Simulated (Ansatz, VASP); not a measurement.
Ir in VASP and in Ansatz

Contents of INCAR:

```
ALGO = Normal
EDIFF = 1E-6
ENCUT = 560
GGA = PE
GGA_COMPAT = False
ISIF = 2
ISMEAR = -1
LASPH = True
LCHARG = False
LREAL = False
LWAVE = False
NBANDS = 32
NELM = 120
PREC = Accurate
SIGMA = 0.08
```

File KPOINTS:

```
k-points
0
Gamma
  8 8 11
```

File POSCAR:

```
Ir
1.0
    4.0006431769      0.0000000000      0.0000000000
   -2.0003215885      3.4646586227      0.0000000000
    0.0000000000      0.0000000000      2.4297563453
Ir
3
Direct
    0.0000000000      0.0000000000      0.0000000000
    0.3333333333      0.6666666667      0.5000000000
    0.6666666667      0.3333333333      0.5000000000
```

Input for Ansatz:

```yaml
crystal:
  lattice:
    - [4.0006431769, 0.0, 0.0]
    - [-2.0003215885, 3.4646586227, 0.0]
    - [0.0, 0.0, 2.4297563453]
  atoms:
    - { symbol: Ir, position: [0.0, 0.0, 0.0] }
    - { symbol: Ir, position: [0.3333333333, 0.6666666667, 0.5] }
    - { symbol: Ir, position: [0.6666666667, 0.3333333333, 0.5] }
kpoints:
  mp_grid: { grid: [8, 8, 11] }
scf:
  occupations: { method: fermi_dirac, width: 0.08 }
hamiltonian:
  xc: pbe
  pseudopotentials: { kind: paw }
output:
  forces: true
  stress: true
  eigenvalues: true
  populations: true
```

Change from the starting cell: volume scaled by 0.75, PAW files.

Alike in both runs: task single point; functional PBE; k mesh 8 × 8 × 11; occupations fermi-dirac, width 0.08 eV; no spin polarisation.

```csv
,VASP,Ansatz
version,VASP 6.6.1,Ansatz 0.2.0
potentials or method,"VASP PAW PBE potentials, release 64 (Ir_sv_GW)","PAW with Ansatz's default frozen-core files, scalar-relativistic"
plane-wave cutoff (eV),560,420
valence electrons in the cell,51,51
```

VASP gave:

- pressure (GPa): 185.5

Question: Which values does Ansatz return?

Answer: Pressure (GPa): 187.9.

Both programs put the cell under a high pressure, so it lies far from rest at this level.

Neither program's run includes spin-orbit coupling. Noted on VASP's run: the cell as given lies far from equilibrium.
